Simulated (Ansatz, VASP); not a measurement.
## BaCd3Se4: VASP beside Ansatz

```
CELL_PARAMETERS angstrom
6.47399 0.00000 0.00000
0.00000 6.47399 0.00000
0.00000 0.00000 6.47399
ATOMIC_POSITIONS crystal
Ba 0.00000 0.00000 0.00000
Cd 0.00000 0.50000 0.50000
Cd 0.50000 0.50000 0.00000
Cd 0.50000 0.00000 0.50000
Se 0.72482 0.72482 0.27518
Se 0.72482 0.27518 0.72482
Se 0.27518 0.72482 0.72482
Se 0.27518 0.27518 0.27518
```

Alike in both runs: task single point; functional r2SCAN; k mesh 4 × 4 × 4; occupations gaussian, width 0.02 eV; no spin polarisation.

|  | VASP | Ansatz |
| --- | --- | --- |
| version | VASP 6.6.1 | Ansatz 0.2.0 |
| potentials or method | VASP PAW PBE potentials, release 64 (Ba_sv, Cd, Se), cutoff 520 eV | scalar-relativistic, plane waves, PAW |
| valence electrons in the cell | 70 | 134 |

```tsv
	VASP	Ansatz	Ansatz less VASP
gap on the k mesh at the Fermi level (eV)	1.15	1.15	+0.008
least direct gap on the mesh (eV)	1.23	1.25	+0.011
pressure (GPa)	-0.7	-1.0	-0.27
rms of the force components (eV/Å)	0.049	0.032	-0.0169
```

VASP's potentials were made for PBE, not for r2SCAN. Atom by atom the forces differ by 0.017 eV/Å (rms over components). VASP's potentials hold 70 valence electrons a cell and Ansatz's 134, so a difference there can come from the potentials and not from the codes.

Spin-orbit coupling is off throughout.
